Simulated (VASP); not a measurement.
Input of a VASP 6.6.1 run:

INCAR

```
PREC = Accurate
ENCUT = 520
EDIFF = 1E-6
ISMEAR = 0
SIGMA = 0.1
LREAL = False
LASPH = True
NELM = 60
ALGO = Normal
ISIF = 2
LWAVE = False
LCHARG = False
GGA = PE
NBANDS = 30
```

File KPOINTS:

```
regular mesh
0
Gamma
  4 8 8
```

The input POSCAR:

```
Sb
1.0
   12.3989982586      0.0000000000      0.0000000000
    0.0000000000      4.3441244837      0.0000000000
    0.0000000000      0.0000000000      4.3442731513
Sb
8
Direct
    0.8658215882      0.0000000000     -0.0023651419
    0.1158051905      0.5000000000      0.5007062393
    0.3658215882      0.0000000000      1.0023651419
    0.6158051905      0.5000000000      0.4992937607
    0.8841948095      0.5000000000      0.4992937607
    0.1341784118      0.0000000000      1.0023651419
    0.3841948095      0.5000000000      0.5007062393
    0.6341784118      0.0000000000     -0.0023651419
```

Potentials or basis: VASP PAW PBE potentials, release 64 (Sb).

Command:

```bash
$ cat potpaw_PBE.64/Sb/POTCAR > POTCAR
$ mpirun -np 1 vasp_std > vasp.out
```

(1) Predict the largest force.

(2) Estimate the pressure.

(3) Predict the band gap on the k mesh.

Answers

(1) 0.019 eV/Å.

(2) 2.8 GPa.

(3) zero (band 20 reaches 7.65 eV, above the bottom of band 21 at 7.27 eV).

Caveat: spin-orbit coupling is left out, which moves the levels of the heavy elements.
